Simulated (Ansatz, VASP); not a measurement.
## Hg2S3: VASP beside Ansatz

```
CELL_PARAMETERS angstrom
3.89075 0.00000 0.00000
-1.94537 3.36949 0.00000
0.00000 0.00000 8.36847
ATOMIC_POSITIONS crystal
Hg 0.33333 0.66667 0.20067
Hg 0.66667 0.33333 0.79933
S 0.00000 0.00000 0.00000
S 0.33333 0.66667 0.64074
S 0.66667 0.33333 0.35926
```

Alike in both runs: task relaxation of cell and atoms; functional PBE; k mesh 12 × 12 × 6; occupations gaussian, width 0.1 eV; no spin polarisation.

```csv
,VASP,Ansatz
version,VASP 6.6.1,Ansatz 0.2.0
potentials or method,"VASP PAW PBE potentials, release 64 (Hg, S), cutoff 600 eV","scalar-relativistic, plane waves, PAW"
valence electrons in the cell,42,58
```

```tsv
	VASP	Ansatz	Ansatz less VASP
gap on the k mesh at the Fermi level, each at its own relaxed structure (eV)	none	none	-
relaxed volume (Å³/atom)	21.99	21.88	-0.112
relaxed cell length with the largest relative difference (Å)	3.900	3.892	-0.0078
```

A gap of «none» marks a metal or a gap that the smearing closes. VASP's potentials hold 42 valence electrons a cell and Ansatz's 58, so a difference there can come from the potentials and not from the codes.

Spin-orbit coupling is off throughout.
